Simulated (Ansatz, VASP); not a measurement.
## Two plane-wave programs on Al3Cu2

Contents of INCAR:

```
SYSTEM = Al3Cu2
ALGO = Fast
EDIFF = 1E-6
ENCUT = 520
GGA = PS
ISIF = 2
ISMEAR = 0
LASPH = .TRUE.
LCHARG = .FALSE.
LREAL = .FALSE.
LWAVE = .FALSE.
NBANDS = 24
NELM = 80
PREC = Accurate
SIGMA = 0.15
```

The input KPOINTS:

```
k-points
0
G
  12 12 10
  0 0 0
```

The input POSCAR:

```
Al3Cu2
1.0
    4.2215431694      0.0000000000      0.0000000000
   -2.1107715847      3.6559636279      0.0000000000
    0.0000000000      0.0000000000      4.9821008425
Al Cu
3 2
Direct
    0.0000000000      0.0000000000      0.0000000000
    0.3333333333      0.6666666667      0.3515059809
    0.6666666667      0.3333333333      0.6484940191
    0.3333333333      0.6666666667      0.8422899817
    0.6666666667      0.3333333333      0.1577100183
```

Input for Ansatz:

```yaml
crystal:
  lattice:
    - [4.2215431694, 0.0, 0.0]
    - [-2.1107715847, 3.6559636279, 0.0]
    - [0.0, 0.0, 4.9821008425]
  atoms:
    - { symbol: Al, position: [0.0, 0.0, 0.0] }
    - { symbol: Al, position: [0.3333333333, 0.6666666667, 0.3515059809] }
    - { symbol: Al, position: [0.6666666667, 0.3333333333, 0.6484940191] }
    - { symbol: Cu, position: [0.3333333333, 0.6666666667, 0.8422899817] }
    - { symbol: Cu, position: [0.6666666667, 0.3333333333, 0.1577100183] }
basis:
  ecutwfc: 420
kpoints:
  mp_grid: { grid: [12, 12, 10] }
hamiltonian:
  xc: pbesol
scf:
  occupations: { method: gaussian, width: 0.15 }
output:
  forces: true
  stress: true
  eigenvalues: true
```

Change from the starting cell: strain +0.0300 x Voigt [1, 1, 0, 0, 0, 0], atoms carried along.

Alike in both runs: task single point; functional PBEsol; k mesh 12 × 12 × 10; occupations gaussian, width 0.15 eV; no spin polarisation.

```csv
,VASP,Ansatz
version,VASP 6.6.1,Ansatz 0.2.0
potentials or method,"VASP PAW PBE potentials, release 64 (Al, Cu), cutoff 520 eV","scalar-relativistic, plane waves, PAW"
valence electrons in the cell,31,47
```

```csv
,VASP,Ansatz,Ansatz less VASP
gap on the k mesh at the Fermi level (eV),none,none,-
pressure (GPa),-5.1,-5.6,-0.49
"traceless stress, the component that is largest in VASP (GPa)",3.25,3.24,-0.016
rms of the force components (eV/Å),0.035,0.036,+0.0006
```

VASP's potentials were made for PBE, not for PBEsol. Atom by atom the forces differ by 0.002 eV/Å (rms over components). A gap of «none» marks a metal or a gap that the smearing closes. The functional is the same, so the differences come from potentials, cutoffs and numerics. VASP's potentials hold 31 valence electrons a cell and Ansatz's 47, so a difference there can come from the potentials and not from the codes.
